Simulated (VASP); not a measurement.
Here is a VASP 6.6.1 calculation.

INCAR

```
SYSTEM = Al2O3
PREC = Accurate
ENCUT = 520
EDIFF = 1E-6
ISMEAR = 0
SIGMA = 0.01
LREAL = .FALSE.
LASPH = .TRUE.
NELM = 100
ALGO = Normal
ISIF = 2
LWAVE = .FALSE.
LCHARG = .FALSE.
GGA = PS
NBANDS = 20
```

The input KPOINTS:

```
Automatic mesh
0
G
  12 12 2
  0 0 0
```

The input POSCAR:

```
Al2O3
1.0
    2.8622688985     -0.0000000029      0.0000000000
   -1.4311344468      2.4787975800      0.0000000000
    0.0000000000      0.0000000000      9.3300485094
Al O
2 3
Direct
    0.0000000000      0.0000000000      0.1485993697
    0.0000000000      0.0000000000      0.8514006303
    0.3333333333      0.6666666667      0.2213356371
    0.6666666667      0.3333333333      0.0000000000
    0.3333333333      0.6666666667      0.7786643629
```

Potentials or basis: VASP PAW PBE potentials, release 64 (Al, O).

Run with:

```bash
$ cat potpaw_PBE.64/Al/POTCAR potpaw_PBE.64/O/POTCAR > POTCAR
$ mpirun -np 1 vasp_std > vasp.out
```

(1) Predict the band gap on the k mesh.

(2) What does it give for the largest force?

(3) Predict the pressure.

Answers

(1) 4.91 eV (least direct gap 5.16 eV).

(2) 0.029 eV/Å.

(3) 0.2 GPa.

Caveat: the PAW data sets were made with another functional, which shifts forces and pressure a little.
